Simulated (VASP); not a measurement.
# Ta in VASP: a series of runs, part 3 of 4

VASP 6.6.1. Earlier steps stand in the parts before.

### Step 4. Electric field gradients, PBEsol (volume scaled by 0.9405)

The input, INCAR:

```
SYSTEM = Ta
PREC = Accurate
ENCUT = 520
EDIFF = 1E-8
ISMEAR = -1
SIGMA = 0.08
LREAL = .FALSE.
LASPH = .TRUE.
NELM = 80
ALGO = Normal
ISIF = 2
LWAVE = .FALSE.
LCHARG = .FALSE.
GGA = PS
LEFG = .TRUE.
NBANDS = 12
```

The input, KPOINTS:

```
Automatic mesh
0
G
  17 17 17
  0 0 0
```

The input, POSCAR:

```
Ta
1.0
   -1.6178577021      1.6178577021      1.6178577021
    1.6178577021     -1.6178577021      1.6178577021
    1.6178577021      1.6178577021     -1.6178577021
Ta
1
Direct
    0.0000000000      0.0000000000      0.0000000000
```

Potentials or basis: VASP PAW PBE potentials, release 64 (Ta_pv).

Launch:

```sh
$ cat potpaw_PBE.64/Ta_pv/POTCAR > POTCAR
$ mpirun -np 1 vasp_std > vasp.out
```

OUTCAR:

```text
SYSTEM = Ta
   PREC = Accurate
   ENCUT = 520
   EDIFF = 1E-8
   ISMEAR = -1
   LREAL = .FALSE.
   LASPH = .TRUE.
   NELM = 80
   ISIF = 2
   GGA = PS

 ion  position               nearest neighbor table
   1  0.000  0.000  0.000-

  LATTYP: Found a body centered cubic cell.
 ALAT       =     3.2357154042

  Lattice vectors:

 A1 = (  -1.6178577021,   1.6178577021,   1.6178577021)
 A2 = (   1.6178577021,  -1.6178577021,   1.6178577021)
 A3 = (   1.6178577021,   1.6178577021,  -1.6178577021)

Analysis of symmetry for initial positions (statically):
=====================================================================
 Subroutine PRICEL returns:
 Original cell was already a primitive cell.

 Routine SETGRP: Setting up the symmetry group for a
 body centered cubic supercell.

 Subroutine GETGRP returns: Found 48 space group operations
 (whereof 48 operations were pure point group operations)
 out of a pool of 48 trial point group operations.

The static configuration has the point symmetry O_h .

Analysis of symmetry for dynamics (positions and initial velocities):
=====================================================================
 Subroutine PRICEL returns:
 Original cell was already a primitive cell.

 Routine SETGRP: Setting up the symmetry group for a
 body centered cubic supercell.

 Subroutine GETGRP returns: Found 48 space group operations
 (whereof 48 operations were pure point group operations)
 out of a pool of 48 trial point group operations.

The dynamic configuration has the point symmetry O_h .

 Subroutine INISYM returns: Found 48 space group operations
 (whereof 48 operations are pure point group operations),
 and found     1 'primitive' translations

----------------------------------------------------------------------------------------

                                     Primitive cell

  volume of cell :      16.9387

  direct lattice vectors                    reciprocal lattice vectors
    -1.617857702  1.617857702  1.617857702     0.000000000  0.309050666  0.309050666
     1.617857702 -1.617857702  1.617857702     0.309050666  0.000000000  0.309050666
     1.617857702  1.617857702 -1.617857702     0.309050666  0.309050666  0.000000000

  length of vectors
     2.802211739  2.802211739  2.802211739     0.437063643  0.437063643  0.437063643

  position of ions in fractional coordinates (direct lattice)
     0.000000000  0.000000000  0.000000000

  ion indices of the primitive-cell ions
   primitive index   ion index
                 1           1

----------------------------------------------------------------------------------------

 KPOINTS: Automatic mesh

Automatic generation of k-mesh.
 Grid dimensions read from file:
 generate k-points for:   17   17   17

 Generating k-lattice:

  Cartesian coordinates                     Fractional coordinates (reciprocal lattice)
     0.000000000  0.018179451  0.018179451     0.058823529  0.000000000  0.000000000
     0.018179451  0.000000000  0.018179451     0.000000000  0.058823529  0.000000000
     0.018179451  0.018179451  0.000000000     0.000000000  0.000000000  0.058823529

  Length of vectors
[... 66 lines left out ...]
   NELECT =      11.0000    total number of electrons
   NUPDOWN=      -1.0000    fix difference up-down
   EMIN   =  10.00;   EMAX   =-10.00  energy-range for DOS
   EFERMI =   0.00;   METHOD = LEGACY
   ISMEAR =    -1;   SIGMA  =   0.08  broadening in eV -4-tet -1-fermi 0-gaus
   EFERMI_NEDOS =   21; number of points for ismear=-14 and -15
   IALGO  =     38    algorithm
   IMIX   =      4    mixing-type and parameters
     AMIX     =   0.40;   BMIX     =  1.00
     AMIX_MAG =   1.60;   BMIX_MAG =  1.00
  volume/ion in A,a.u.               =      16.94       114.31
  Fermi-wavevector in a.u.,A,eV,Ry     =   1.417682  2.679030 27.345281  2.009821
  Thomas-Fermi vector in A             =   2.538886
   LORBIT       =      0    0 simple, 1 ext, 2 COOP (PROOUT), +10 PAW based schemes
   GGA     = PS    functional components
   LHFCALC =     F    Hartree Fock is set to
   AEXX    =    0.0000 exact exchange contribution
   IVDW    =     0    specifies the selected vdW correction
   LEPSILON=     F    determine dielectric tensor
   LRPA    =     F    only Hartree local field effects (RPA)
 non-spin polarized calculation
  energy-cutoff  :      520.00
  volume of cell :       16.94
 maximum number of plane-waves:       472
 NGX is ok and might be reduce to    24
   NGX = 11   NGY = 11   NGZ = 11

 number of electron      10.9999998 magnetization

 Free energy of the ion-electron system (eV)
  ---------------------------------------------------
  ext. energy  EPLUGINS =         0.00000000
  ---------------------------------------------------
  free energy    TOTEN  =       -12.54277890 eV

  energy without entropy =      -12.51659344  energy(sigma->0) =      -12.52968617

 E-fermi :   5.8123     XC(G=0): -13.0463

 val. band max:        5.7881405441   @ k =   0.1765   0.0588  -0.0000
 cond. band min:       5.8244337214   @ k =  -0.2941   0.4118   0.1176
 fundamental gap:      0.0362931773
 Fermi energy:         5.8122718386

 k-point     1 :       0.0000    0.0000    0.0000
  band No.  band energies     occupation
      1     -26.9518      2.00000
      2     -26.9518      2.00000
      3     -26.9518      2.00000
      4      -2.3350      2.00000
      5       6.5409      0.00022
      6       6.5409      0.00022
      7       6.5409      0.00022
      8      10.0350      0.00000
      9      10.0350      0.00000
     10      20.6997      0.00000
     11      21.1584      0.00000
     12      21.1584      0.00000
[... 331 lines left out ...]
 k-point    24 :       0.1765    0.1765    0.0000
  band No.  band energies     occupation
      1     -27.8869      2.00000
      2     -27.2612      2.00000
      3     -27.0491      2.00000
      4       1.0997      2.00000
      5       4.8366      1.99999
      6       5.1450      1.99952
      7       8.9976      0.00000
      8      10.8265      0.00000
      9      11.0119      0.00000
     10      20.6633      0.00000
     11      21.2095      0.00000
     12      23.3238      0.00000

 [... further k-points ...]
[... 5 lines left out ...]
  --------------------------------------------------------------------------------------
  -------------------------------------------------------------------------------------
  Total        1.0524877      1.0524877      1.0524877     -0.0000000     -0.0000000      0.0000000
  in kB       99.5512353     99.5512353     99.5512353     -0.0000000     -0.0000000      0.0000000
  external PRESSURE =      99.5512353 kB  Pullay stress =       0.0000000 kB

 VOLUME and BASIS-vectors are now :
 -----------------------------------------------------------------------------
  energy-cutoff  :      520.00
  volume of cell :       16.94
      direct lattice vectors                 reciprocal lattice vectors
    -1.617857702  1.617857702  1.617857702     0.000000000  0.309050666  0.309050666
     1.617857702 -1.617857702  1.617857702     0.309050666  0.000000000  0.309050666
     1.617857702  1.617857702 -1.617857702     0.309050666  0.309050666  0.000000000

 POSITION                                       TOTAL-FORCE (eV/Angst)
 -----------------------------------------------------------------------------------
      0.00000      0.00000      0.00000         0.000000     -0.000000      0.000000
 -----------------------------------------------------------------------------------
    total drift:                                0.000000      0.000000     -0.000000

  FREE ENERGIE OF THE ION-ELECTRON SYSTEM (eV)
  ---------------------------------------------------
  free  energy   TOTEN  =       -12.5427788994 eV

  energy  without entropy=      -12.5165934376  energy(sigma->0) =      -12.52968617

 Electric field gradients (V/A^2)
---------------------------------------------------------------------
 ion       V_xx      V_yy      V_zz      V_xy      V_xz      V_yz
---------------------------------------------------------------------
   1      -0.000     0.000    -0.000    -0.000    -0.000    -0.000
---------------------------------------------------------------------

 Electric field gradients after diagonalization (V/A^2)
 (convention: |V_zz| > |V_xx| > |V_yy|)
----------------------------------------------------------------------
 ion       V_xx      V_yy      V_zz     asymmetry (V_yy - V_xx)/ V_zz
----------------------------------------------------------------------
   1       0.000     0.000    -0.001       0.000
----------------------------------------------------------------------

           NMR quadrupolar parameters

 Cq : quadrupolar parameter    Cq=e*Q*V_zz/h
 eta: asymmetry parameters     (V_yy - V_xx)/ V_zz
 Q  : nuclear electric quadrupole moment in mb (millibarn)
----------------------------------------------------------------------
 ion       Cq(MHz)       eta       Q (mb)
----------------------------------------------------------------------
   1      -0.000       0.000       1.000
----------------------------------------------------------------------
```

OSZICAR:

```text
N       E                     dE             d eps       ncg     rms          rms(c)
DAV:   1     0.604813785756E+02    0.60481E+02   -0.61596E+03  3984   0.890E+02
DAV:   2    -0.120066223094E+02   -0.72488E+02   -0.70467E+02  4372   0.249E+02
DAV:   3    -0.130054694564E+02   -0.99885E+00   -0.99191E+00  4764   0.274E+01
DAV:   4    -0.130077512014E+02   -0.22817E-02   -0.22816E-02  4320   0.147E+00
DAV:   5    -0.130077575952E+02   -0.63938E-05   -0.63947E-05  4704   0.734E-02    0.154E+01
DAV:   6    -0.126567762797E+02    0.35098E+00   -0.27037E-01  4660   0.552E+00    0.765E+00
DAV:   7    -0.125445060646E+02    0.11227E+00   -0.24361E-01  4608   0.491E+00    0.379E-01
DAV:   8    -0.125428167578E+02    0.16893E-02   -0.56112E-03  4152   0.722E-01    0.114E-01
DAV:   9    -0.125427817341E+02    0.35024E-04   -0.99478E-05  4544   0.110E-01    0.243E-02
DAV:  10    -0.125427791219E+02    0.26123E-05   -0.29779E-06  4392   0.190E-02    0.350E-03
DAV:  11    -0.125427789341E+02    0.18781E-06   -0.71206E-08  4404   0.288E-03    0.326E-04
DAV:  12    -0.125427788965E+02    0.37610E-07   -0.13838E-09  2600   0.413E-04    0.101E-04
DAV:  13    -0.125427788994E+02   -0.29336E-08   -0.24228E-10  2180   0.178E-04
   1 F= -.12542779E+02 E0= -.12529686E+02  d E =-.261855E-01
```

Wall time 17 s (1 thread of Intel Xeon Platinum 8488C (Sapphire Rapids), shared host); peak memory 0.16 GiB.

What came out:

- Free energy: -12.5428 eV
- Pressure: 10.0 GPa

Caveat: without QUAD_EFG the Cq values of the log hold for a quadrupole moment of 1 mb, not for the nuclei; the PAW data sets were made with another functional, which shifts forces and pressure a little; spin-orbit coupling is left out, which moves the levels of the heavy elements.

### Step 5. Electric field gradients, PBEsol (volume scaled by 0.97)

The input, INCAR:

```
PREC     = Accurate       # precision mode
ENCUT    = 520            # plane-wave cutoff, eV
EDIFF    = 1E-8           # SCF threshold, eV
ISMEAR   = -1             # smearing method
SIGMA    = 0.08           # smearing width, eV
LREAL    = False          # projectors in reciprocal space
LASPH    = True           # aspherical terms in the spheres
NELM     = 100            # most SCF steps
ALGO     = Normal         # electronic algorithm
ISIF     = 2              # what is computed and relaxed
LWAVE    = False          # write WAVECAR
LCHARG   = False          # write CHGCAR
GGA      = PS             # functional
LEFG     = True         
NBANDS   = 12             # bands
```

The input, KPOINTS:

```
Automatic mesh
0
Gamma
  17 17 17
```

The input, POSCAR:

```
Ta
1.0
   -1.6345992636      1.6345992636      1.6345992636
    1.6345992636     -1.6345992636      1.6345992636
    1.6345992636      1.6345992636     -1.6345992636
Ta
1
Direct
    0.0000000000      0.0000000000      0.0000000000
```

Potentials or basis: VASP PAW PBE potentials, release 64 (Ta_pv).

Launch:

```sh
$ cat potpaw_PBE.64/Ta_pv/POTCAR > POTCAR
$ mpirun -np 1 vasp_std > vasp.out
```

OUTCAR:

```text
PREC = Accurate
   ENCUT = 520
   EDIFF = 1E-8
   ISMEAR = -1
   LREAL = False
   LASPH = True
   NELM = 100
   ISIF = 2
   GGA = PS

 ion  position               nearest neighbor table
   1  0.000  0.000  0.000-

  LATTYP: Found a body centered cubic cell.
 ALAT       =     3.2691985272

  Lattice vectors:

 A1 = (  -1.6345992636,   1.6345992636,   1.6345992636)
[... 567 lines left out ...]
    total drift:                               -0.000000      0.000000     -0.000000

  FREE ENERGIE OF THE ION-ELECTRON SYSTEM (eV)
  ---------------------------------------------------
  free  energy   TOTEN  =       -12.5636719381 eV

  energy  without entropy=      -12.5370008706  energy(sigma->0) =      -12.55033640

 Electric field gradients (V/A^2)
---------------------------------------------------------------------
 ion       V_xx      V_yy      V_zz      V_xy      V_xz      V_yz
---------------------------------------------------------------------
   1      -0.000    -0.000     0.000    -0.000    -0.000    -0.000
---------------------------------------------------------------------

 Electric field gradients after diagonalization (V/A^2)
 (convention: |V_zz| > |V_xx| > |V_yy|)
----------------------------------------------------------------------
 ion       V_xx      V_yy      V_zz     asymmetry (V_yy - V_xx)/ V_zz
----------------------------------------------------------------------
   1       0.000     0.000    -0.000       0.000
----------------------------------------------------------------------

           NMR quadrupolar parameters

 Cq : quadrupolar parameter    Cq=e*Q*V_zz/h
 eta: asymmetry parameters     (V_yy - V_xx)/ V_zz
 Q  : nuclear electric quadrupole moment in mb (millibarn)
----------------------------------------------------------------------
 ion       Cq(MHz)       eta       Q (mb)
----------------------------------------------------------------------
   1      -0.000       0.000       1.000
----------------------------------------------------------------------
```

stdout:

```text
POSCAR found type information on POSCAR Ta
 POSCAR found :  1 types and       1 ions
 scaLAPACK will be used
 -----------------------------------------------------------------------------
|                                                                             |
|                                                                             |
|     You enforced a specific xc type in the INCAR file but a different       |
|     I HOPE YOU KNOW WHAT YOU ARE DOING!                                     |
|                                                                             |
 -----------------------------------------------------------------------------

 LDA part: xc-table for (Slater+PW92), standard interpolation
 POSCAR, INCAR and KPOINTS ok, starting setup
 FFT: planning ... GRIDC
 FFT: planning ... GRID_SOFT
 FFT: planning ... GRID
 WAVECAR not read
 entering main loop
ion   1
```

Wall time 16 s (1 thread of Intel Xeon Platinum 8488C (Sapphire Rapids), shared host); peak memory 0.16 GiB.

Results:

```yaml
Free_energy: -12.5637 eV
Pressure: 2.7 GPa
```

Levels at points of the mesh, in eV from the Fermi level:
| k point | band 4 | band 5 | band 6 | band 7 | band 8 | band 9 |
| --- | --- | --- | --- | --- | --- | --- |
| (0.00, 0.00, 0.00) | -8.04 | 0.73 | 0.73 | 0.73 | 4.11 | 4.11 |

Caveat: without QUAD_EFG the Cq values of the log hold for a quadrupole moment of 1 mb, not for the nuclei; the PAW data sets were made with another functional, which shifts forces and pressure a little; spin-orbit coupling is left out, which moves the levels of the heavy elements.

(Continued in part 4 of 4.)
